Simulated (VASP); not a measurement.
Si6HO12 (a cell with a defect), 19 atoms in the cell. The cell holds a defect, 19 atoms: a = 7.321 Å, b = 7.321 Å, c = 8.737 Å, α = 126.46°, β = 126.46°, γ = 38.85°. 

```yaml
Program: VASP 6.6.1
Task: single point
Functional: LDA
Potentials_or_basis: VASP PAW LDA potentials, release 64 (Si, O, H)
Cutoff: 520 eV
k_mesh: 2 × 2 × 2
Occupations: fermi-dirac, width 0.02 eV
Spin: no spin polarisation
Dipole_correction: no
Charge: 1
Further_INCAR_settings: LREAL = Auto; ALGO = Normal; EDIFF = 1e-07; NBANDS = 64; NELECT = 96.0
```

Potentials or basis: VASP PAW LDA potentials, release 64 (Si, O, H).

Run with:

```bash
$ cat potpaw_LDA.64/Si/POTCAR potpaw_LDA.64/O/POTCAR potpaw_LDA.64/H/POTCAR > POTCAR
$ mpirun -np 1 vasp_std > vasp.out
```

Hardware: 1 thread of Intel(R) Xeon(R) 6975P-C (Granite Rapids), with other jobs on the host.

Q: How long does it take, and how much memory?

A: It took 3.2 min on 1 thread of Intel(R) Xeon(R) 6975P-C (Granite Rapids), on a shared host, peak memory 0.39 GiB. Counts: scf iterations 17, k points 8.
